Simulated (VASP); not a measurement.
Runs of VASP 6.6.1 on TiAl3. It takes space group Pmm2 (No. 25, orthorhombic). Conventional cell: a = 2.840 Å, b = 4.681 Å, c = 4.901 Å, α = 90.00°, β = 90.00°, γ = 90.00°. Within 3.7 Å of Ti (site symmetry mm2) lie 10 Al at 2.83 to 2.85 Å and 2 Ti at 2.84 Å. Within 3.7 Å of Al (site symmetry mm2) lie 4 Ti at 2.83 to 2.84 Å and 8 Al at 2.84 to 2.86 Å. Al (site symmetry mm2) has 8 Al at 2.81 to 2.86 Å and 4 Ti at 2.85 Å within 3.7 Å. Within 3.7 Å of Al (site symmetry mm2) lie 10 Al at 2.81 to 2.86 Å and 2 Ti at 2.85 Å. 

```csv
k mesh,cutoff (eV),smearing,gap on the mesh (eV),pressure (GPa),largest force (eV/Å)
2 × 2 × 2,520,gaussian 0.1 eV,none,-4.2,0.14
14 × 10 × 10,500,methfessel-paxton 0.01 eV,none,-2.4,0.06
14 × 10 × 10,500,methfessel-paxton 0.1 eV,none,-2.4,0.05
7 × 5 × 5,500,gaussian 0.2 eV,none,-2.4,0.04
7 × 5 × 5,500,gaussian 0.4 eV,none,(a),0.06
```

Alike in all rows: task single point; level PBEsol; potentials or basis VASP PAW PBE potentials, release 64 (Ti_sv, Al); no spin polarisation; cell as given.

Fill in the values left out.

(a) -2.2.

Caveats: some runs use coarse meshes; the PAW data sets were made with another functional, which shifts forces and pressure a little; so wide a smearing shifts energies and pressures (at least some runs).

A gap of «none» marks levels without a gap at the run's occupations.
